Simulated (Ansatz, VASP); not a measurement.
## AlN: VASP beside Ansatz

The input INCAR:

```
PREC = Accurate
ENCUT = 520
EDIFF = 1E-8
ISMEAR = -1
SIGMA = 0.02
LREAL = F
LASPH = T
NELM = 80
ALGO = Normal
ISIF = 2
LWAVE = F
LCHARG = F
GGA = PS
LEFG = T
NBANDS = 16
```

KPOINTS

```
regular mesh
0
Gamma
  11 11 6
```

POSCAR

```
AlN
1.0
    3.0689564278      0.0000000000      0.0000000000
   -1.5344782139      2.6577942296      0.0000000000
    0.0000000000      0.0000000000      4.9107214824
Al N
2 2
Direct
    0.3333333333      0.6666666667      0.0000000000
    0.6666666667      0.3333333333      0.5000000000
    0.3333333333      0.6666666667      0.3850000000
    0.6666666667      0.3333333333      0.8850000000
```

Input for Ansatz:

```yaml
crystal:
  lattice:
    - [3.0689564278, 0.0, 0.0]
    - [-1.5344782139, 2.6577942296, 0.0]
    - [0.0, 0.0, 4.9107214824]
  atoms:
    - { symbol: Al, position: [0.3333333333, 0.6666666667, 0.0] }
    - { symbol: Al, position: [0.6666666667, 0.3333333333, 0.5] }
    - { symbol: "N", position: [0.3333333333, 0.6666666667, 0.385] }
    - { symbol: "N", position: [0.6666666667, 0.3333333333, 0.885] }
kpoints:
  mp_grid: { grid: [11, 11, 6] }
scf:
  occupations: { method: fermi_dirac, width: 0.02 }
hamiltonian:
  xc: pbesol
  pseudopotentials: { kind: all_electron, datasets: crystal }
output:
  forces: true
  stress: true
  eigenvalues: true
  efg: { contact_densities: true }
```

Change from the starting cell: volume scaled by 0.96, crystal datasets.

Alike in both runs: task electric field gradients; functional PBEsol; k mesh 11 × 11 × 6; occupations fermi-dirac, width 0.02 eV; no spin polarisation.

|  | VASP | Ansatz |
| --- | --- | --- |
| version | VASP 6.6.1 | Ansatz 0.2.0 |
| potentials or method | VASP PAW PBE potentials, release 64 (Al, N), cutoff 520 eV | all-electron PAW with datasets made for the crystal, scalar-relativistic |

Ansatz gave:

- gap on the k mesh at the Fermi level (eV): 4.45
- pressure (GPa): 9.4
- traceless stress, the component that is largest in VASP (GPa): -2.05
- rms of the force components (eV/Å): 0.104
- size of Vzz on the site where it differs most (V/Å²): 8.6

**Question.** What did VASP give for the same quantities?

**Answer.** gap on the k mesh at the Fermi level (eV): 4.45; pressure (GPa): 9.6; traceless stress, the component that is largest in VASP (GPa): -2.10; rms of the force components (eV/Å): 0.104; size of Vzz on the site where it differs most (V/Å²): 9.0.

VASP's potentials were made for PBE, not for PBEsol. Atom by atom the forces differ by 0.000 eV/Å (rms over components). Ansatz ran all-electron here, and VASP with PAW potentials.
